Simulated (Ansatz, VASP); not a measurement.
## Ti3Al in VASP and in Ansatz

```
CELL_PARAMETERS angstrom
2.97708 0.00000 0.00000
-1.48854 2.57822 0.00000
0.00000 0.00000 8.64424
ATOMIC_POSITIONS crystal
Ti 0.66667 0.33333 0.00000
Ti 0.33333 0.66667 0.74023
Ti 0.33333 0.66667 0.25977
Al 0.66667 0.33333 0.50000
```

Alike in both runs: task single point; functional PBEsol; k mesh 15 × 15 × 6; occupations gaussian, width 0.15 eV; no spin polarisation.

```csv
,VASP,Ansatz
version,VASP 6.6.1,Ansatz 0.2.0
potentials or method,"VASP PAW PBE potentials, release 64 (Ti_sv, Al), cutoff 520 eV","scalar-relativistic, plane waves, PAW"
valence electrons in the cell,39,39
```

VASP gave:

- gap on the k mesh at the Fermi level (eV): none
- pressure (GPa): 1.2
- traceless stress, the component that is largest in VASP (GPa): 8.87
- rms of the force components (eV/Å): 0.417

What did Ansatz give for the same quantities?

gap on the k mesh at the Fermi level (eV): none; pressure (GPa): 1.3; traceless stress, the component that is largest in VASP (GPa): 8.86; rms of the force components (eV/Å): 0.412.

VASP's potentials were made for PBE, not for PBEsol, and Ansatz warns of the same on its side. Atom by atom the forces differ by 0.005 eV/Å (rms over components). A gap of «none» marks a metal or a gap that the smearing closes.
